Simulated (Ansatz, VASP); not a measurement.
# One calculation of GaP, two programs

The input INCAR:

```
ALGO = Normal
EDIFF = 1E-6
ENCUT = 500
GGA = CA
GGA_COMPAT = F
ISIF = 2
ISMEAR = 0
LASPH = T
LCHARG = F
LREAL = F
LWAVE = F
NBANDS = 16
NELM = 120
PREC = Accurate
SIGMA = 0.1
```

KPOINTS

```
k-points
0
Gamma
  6 6 6
```

The input POSCAR:

```
GaP
1.0
    0.0000000000      2.7252500000      2.7252500000
    2.7252500000      0.0000000000      2.7252500000
    2.7252500000      2.7252500000      0.0000000000
Ga P
1 1
Direct
    0.0000000000      0.0000000000      0.0000000000
    0.2500000000      0.2500000000      0.2500000000
```

Input for Ansatz:

```yaml
crystal:
  lattice:
    - [0.0, 2.72525, 2.72525]
    - [2.72525, 0.0, 2.72525]
    - [2.72525, 2.72525, 0.0]
  atoms:
    - { symbol: Ga, position: [0.0, 0.0, 0.0] }
    - { symbol: P, position: [0.25, 0.25, 0.25] }
basis:
  ecutwfc: 420
kpoints:
  mp_grid: { grid: [6, 6, 6] }
hamiltonian:
  xc: lda
scf:
  occupations: { method: gaussian, width: 0.1 }
output:
  forces: true
  stress: true
  eigenvalues: true
```

Alike in both runs: task single point; functional LDA; k mesh 6 × 6 × 6; occupations gaussian, width 0.1 eV; no spin polarisation.

```csv
,VASP,Ansatz
version,VASP 6.6.1,Ansatz 0.2.0
potentials or method,"VASP PAW LDA potentials, release 64 (Ga_d, P), cutoff 500 eV","scalar-relativistic, plane waves, PAW"
valence electrons in the cell,18,18
```

VASP gave:

```
gap on the k mesh at the Fermi level (eV) : 1.49
least direct gap on the mesh (eV)         : 1.63
pressure (GPa)                            : -2.7
```

Problem. Estimate Ansatz's values.

Solution. gap on the k mesh at the Fermi level (eV): 1.49; least direct gap on the mesh (eV): 1.61; pressure (GPa): -2.7.

LDA's correlation is that of Perdew and Zunger in VASP and of Perdew and Wang (1992) in Ansatz.
